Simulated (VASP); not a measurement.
# PbO (P4/nmm) in VASP: a series of runs, part 2 of 2

VASP 6.6.1. The steps go on from the part before.

## Step 5: Single point, r2SCAN

This run uses another cell than the first one, of 20.74 Å³/atom.

File POSCAR:

```
PbO
1.0
    4.0425060212      0.0000000000      0.0000000000
    0.0000000000      4.0425060212      0.0000000000
    0.0000000000      0.0000000000      5.0759286131
Pb O
2 2
Direct
    0.0000000000      0.5000000000      0.2400000000
    0.5000000000      0.0000000000      0.7600000000
    0.0000000000      0.0000000000      0.0000000000
    0.5000000000      0.5000000000      0.0000000000
```

File INCAR.step1:

```
SYSTEM = PbO
  ALGO = Normal
  EDIFF = 1E-4
  ENCUT = 520
  GGA = PE
  ISMEAR = 0
  LASPH = .True.
  LCHARG = .False.
  LREAL = .False.
  LWAVE = .True.
  NBANDS = 28
  NELM = 100
  PREC = Accurate
  SIGMA = 0.01
```

File INCAR.step2:

```
SYSTEM = PbO
  ALGO = Normal
  EDIFF = 1E-6
  ENCUT = 520
  ISIF = 2
  ISMEAR = 0
  ISTART = 1
  LASPH = .True.
  LCHARG = .False.
  LMIXTAU = .True.
  LREAL = .False.
  LWAVE = .False.
  METAGGA = R2SCAN
  NBANDS = 28
  NELM = 100
  PREC = Accurate
  SIGMA = 0.01
```

File KPOINTS:

```
k-points
0
Gamma
  4 4 4
  0 0 0
```

Command:

```
cat potpaw_PBE.64/Pb_d/POTCAR potpaw_PBE.64/O/POTCAR > POTCAR
cp INCAR.step1 INCAR
mpirun -np 1 vasp_std > vasp.out
cp INCAR.step2 INCAR
mpirun -np 1 vasp_std > vasp.out
```

It took 3.7 min on 1 thread of Intel Xeon 8259CL, shared host; peak memory 0.21 GiB.

The run converged. Its results:

```yaml
Free_energy: -129.4712 eV
Pressure: -2.9 GPa
Largest_force: 0.786 eV/Å
Band_gap_on_the_k_mesh: 1.52 eV (least direct gap 2.39 eV)
```

Forces in eV/Å, atoms in the order of the input:
```
Pb   0.000  0.000 -0.786
Pb   0.000  0.000  0.786
O    0.000  0.000  0.000
O    0.000  0.000  0.000
```

Levels at points of the mesh, in eV from the valence-band top:
```
           k point  band 17  band 18  band 19  band 20  band 21  band 22  band 23  band 24
(0.00, 0.00, 0.00)    -1.57    -1.47    -1.47     0.00     2.75     5.86     5.86     5.92
(0.50, 0.00, 0.00)    -2.77    -2.77    -1.55    -1.55     3.68     3.68     6.92     6.92
(0.50, 0.50, 0.00)    -1.68    -1.68    -0.87    -0.87     1.52     1.52     5.60     5.60
(0.00, 0.00, 0.50)    -1.61    -1.49    -1.49    -0.85     2.39     4.30     4.30     4.43
(0.50, 0.00, 0.50)    -2.74    -2.74    -0.94    -0.94     3.36     3.36     6.56     6.56
(0.50, 0.50, 0.50)    -2.24    -2.24    -0.87    -0.87     3.76     3.76     5.10     5.10
```

Caveat: the PAW data sets were made with another functional, which shifts forces and pressure a little; spin-orbit coupling is left out, which moves the levels of the heavy elements. A k mesh can miss the band edges.

## Step 6: Single point, r2SCAN

This run uses another cell than the first one, of 21.14 Å³/atom.

File POSCAR:

```
PbO
1.0
    4.0682551615      0.0000000000      0.0000000000
    0.0000000000      4.0682551615      0.0000000000
    0.0000000000      0.0000000000      5.1082602403
Pb O
2 2
Direct
    0.0000000000      0.5000000000      0.2400000000
    0.5000000000      0.0000000000      0.7600000000
    0.0000000000      0.0000000000      0.0000000000
    0.5000000000      0.5000000000      0.0000000000
```

File INCAR.step1:

```
ALGO     = Normal         # electronic algorithm
EDIFF    = 1E-4           # SCF threshold, eV
ENCUT    = 520            # plane-wave cutoff, eV
GGA      = PE             # functional
ISMEAR   = 0              # smearing method
LASPH    = True           # aspherical terms in the spheres
LCHARG   = False          # write CHGCAR
LREAL    = False          # projectors in reciprocal space
LWAVE    = True           # write WAVECAR
NBANDS   = 28             # bands
NELM     = 100            # most SCF steps
PREC     = Accurate       # precision mode
SIGMA    = 0.01           # smearing width, eV
```

File INCAR.step2:

```
ALGO     = Normal         # electronic algorithm
EDIFF    = 1E-6           # SCF threshold, eV
ENCUT    = 520            # plane-wave cutoff, eV
ISIF     = 2              # what is computed and relaxed
ISMEAR   = 0              # smearing method
ISTART   = 1            
LASPH    = True           # aspherical terms in the spheres
LCHARG   = False          # write CHGCAR
LMIXTAU  = True         
LREAL    = False          # projectors in reciprocal space
LWAVE    = False          # write WAVECAR
METAGGA  = R2SCAN         # meta-GGA
NBANDS   = 28             # bands
NELM     = 100            # most SCF steps
PREC     = Accurate       # precision mode
SIGMA    = 0.01           # smearing width, eV
```

File KPOINTS:

```
k-points
0
Gamma
  4 4 4
```

Potentials or basis: VASP PAW PBE potentials, release 64 (Pb_d, O).

Command:

```
cat potpaw_PBE.64/Pb_d/POTCAR potpaw_PBE.64/O/POTCAR > POTCAR
cp INCAR.step1 INCAR
mpirun -np 1 vasp_std > vasp.out
cp INCAR.step2 INCAR
mpirun -np 1 vasp_std > vasp.out
```

Wall time 4.1 min (1 thread of Intel Xeon 8259CL, shared host); peak memory 0.21 GiB.

The run converged. Its results:

```
Free energy            : -129.4367 eV
Pressure               : -4.3 GPa
Largest force          : 1.007 eV/Å
Band gap on the k mesh : 1.54 eV (least direct gap 2.32 eV)
```

Forces in eV/Å, atoms in the order of the input:
```
Pb   0.000  0.000 -1.007
Pb   0.000  0.000  1.007
O    0.000  0.000  0.000
O    0.000  0.000  0.000
```

Stress tensor (GPa, compression positive):
```
-4.33  0.00  0.00
 0.00 -4.33  0.00
 0.00  0.00 -4.16
```

Levels at points of the mesh, in eV from the valence-band top:
| k point | band 16 | band 17 | band 18 | band 19 | band 20 | band 21 | band 22 | band 23 | band 24 | band 25 |
| --- | --- | --- | --- | --- | --- | --- | --- | --- | --- | --- |
| (0.00, 0.00, 0.00) | -3.85 | -1.48 | -1.37 | -1.37 | 0.00 | 2.71 | 5.81 | 5.81 | 5.88 | 6.91 |
| (0.50, 0.00, 0.00) | -2.85 | -2.65 | -2.65 | -1.48 | -1.48 | 3.65 | 3.65 | 6.84 | 6.84 | 6.86 |
| (0.50, 0.50, 0.00) | -3.05 | -1.64 | -1.64 | -0.78 | -0.78 | 1.54 | 1.54 | 5.57 | 5.57 | 8.08 |
| (0.00, 0.00, 0.50) | -3.70 | -1.52 | -1.39 | -1.39 | -0.78 | 2.39 | 4.29 | 4.29 | 4.40 | 8.82 |
| (0.50, 0.00, 0.50) | -3.29 | -2.62 | -2.62 | -0.89 | -0.89 | 3.34 | 3.34 | 6.50 | 6.50 | 7.57 |
| (0.50, 0.50, 0.50) | -3.48 | -2.19 | -2.19 | -0.78 | -0.78 | 3.76 | 3.76 | 5.04 | 5.04 | 6.03 |

Caveat: the cell stands under tension; the PAW data sets were made with another functional, which shifts forces and pressure a little; spin-orbit coupling is left out, which moves the levels of the heavy elements. r2SCAN opens gaps a little over a GGA but as a rule still falls short of measured ones.

## Step 7: Overview

```tsv
cell	gap on the mesh (eV)	pressure (GPa)	largest force (eV/Å)
a = 3.963, b = 3.963, c = 4.976 Å, 4 atoms	1.42	2.0	0.01
a = 3.990, b = 3.990, c = 5.010 Å, 4 atoms	1.46	0.2	0.29
a = 4.016, b = 4.016, c = 5.043 Å, 4 atoms	1.49	-1.5	0.55
a = 4.043, b = 4.043, c = 5.076 Å, 4 atoms	1.52	-2.9	0.79
a = 4.068, b = 4.068, c = 5.108 Å, 4 atoms	1.54	-4.3	1.01
```

Alike in all rows: task single point; level r2SCAN; potentials or basis VASP PAW PBE potentials, release 64 (Pb_d, O); no spin polarisation; k mesh 4 × 4 × 4; cutoff (eV) 520; smearing gaussian 0.01 eV.

Caveats: the PAW data sets were made with another functional, which shifts forces and pressure a little; spin-orbit coupling is left out, which moves the levels of the heavy elements; the cell stands under tension (at least some runs).

Absolute energies hang on the potentials; compare differences alone.
